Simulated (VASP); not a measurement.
Set up this calculation in VASP 6.6.1, as the native input.

```
Task                   : electric field gradients
Functional             : r2SCAN
Potentials or basis    : VASP PAW PBE potentials, release 64 (Si, O)
Cutoff                 : 520 eV
k mesh                 : 5 × 5 × 4
Occupations            : fermi-dirac, width 0.02 eV
Spin                   : no spin polarisation
Dipole correction      : no
Further INCAR settings : ALGO = Normal; EDIFF = 1e-08; NBANDS = 44
```

SiO2 (Cristobalite):

```
Si O
1.0
     4.90280    0.00000    0.00000
     0.00000    4.90280    0.00000
     0.00000    0.00000    6.77820
Si O
4 8
Direct
  0.31261 0.31261 0.00000
  0.18739 0.81261 0.25000
  0.68739 0.68739 0.50000
  0.81261 0.18739 0.75000
  0.23338 0.13096 0.19238
  0.36904 0.73338 0.44238
  0.76662 0.86904 0.69238
  0.63096 0.26662 0.94238
  0.73338 0.36904 0.55762
  0.86904 0.76662 0.30762
  0.26662 0.63096 0.05762
  0.13096 0.23338 0.80762
```

One way to write it, as run:

POSCAR

```
SiO2
1.0
    4.9028000000      0.0000000000      0.0000000000
    0.0000000000      4.9028000000      0.0000000000
    0.0000000000      0.0000000000      6.7782000000
Si O
4 8
Direct
    0.3126075599      0.3126075599      0.0000000000
    0.1873924401      0.8126075599      0.2500000000
    0.6873924401      0.6873924401      0.5000000000
    0.8126075599      0.1873924401      0.7500000000
    0.2333812037      0.1309559530      0.1923808116
    0.3690440470      0.7333812037      0.4423808116
    0.7666187963      0.8690440470      0.6923808116
    0.6309559530      0.2666187963      0.9423808116
    0.7333812037      0.3690440470      0.5576191884
    0.8690440470      0.7666187963      0.3076191884
    0.2666187963      0.6309559530      0.0576191884
    0.1309559530      0.2333812037      0.8076191884
```

INCAR.step1

```
PREC     = Accurate       # precision mode
ENCUT    = 520            # plane-wave cutoff, eV
ISMEAR   = -1             # smearing method
SIGMA    = 0.02           # smearing width, eV
LREAL    = False          # projectors in reciprocal space
LASPH    = True           # aspherical terms in the spheres
NELM     = 60             # most SCF steps
NBANDS   = 44             # bands
GGA      = PE             # functional
ALGO     = Normal         # electronic algorithm
EDIFF    = 1E-4           # SCF threshold, eV
LWAVE    = True           # write WAVECAR
LCHARG   = False          # write CHGCAR
```

INCAR.step2

```
PREC     = Accurate       # precision mode
ENCUT    = 520            # plane-wave cutoff, eV
EDIFF    = 1E-8           # SCF threshold, eV
ISMEAR   = -1             # smearing method
SIGMA    = 0.02           # smearing width, eV
LREAL    = False          # projectors in reciprocal space
LASPH    = True           # aspherical terms in the spheres
NELM     = 60             # most SCF steps
ALGO     = Normal         # electronic algorithm
ISIF     = 2              # what is computed and relaxed
LWAVE    = False          # write WAVECAR
LCHARG   = False          # write CHGCAR
METAGGA  = R2SCAN         # meta-GGA
LMIXTAU  = True         
LEFG     = True         
NBANDS   = 44             # bands
ISTART   = 1
```

KPOINTS

```
regular mesh
0
Gamma
  5 5 4
```

Potentials or basis: VASP PAW PBE potentials, release 64 (Si, O).

Command:

```bash
$ cat potpaw_PBE.64/Si/POTCAR potpaw_PBE.64/O/POTCAR > POTCAR
$ cp INCAR.step1 INCAR
$ mpirun -np 1 vasp_std > vasp.out
$ cp INCAR.step2 INCAR
$ mpirun -np 1 vasp_std > vasp.out
```

Results of the run:

| Quantity | Value |
| --- | --- |
| Pressure | -2.6 GPa |
| Largest force | 0.320 eV/Å |
| Band gap on the k mesh | 6.35 eV, direct |

Caveat: without QUAD_EFG the Cq values of the log hold for a quadrupole moment of 1 mb, not for the nuclei; the PAW data sets were made with another functional, which shifts forces and pressure a little.

It took 7.3 min on 1 thread of Intel(R) Xeon(R) Platinum 8259CL CPU @ 2.50GHz (Skylake/Cascade Lake), on a shared host, peak memory 0.3 GiB.
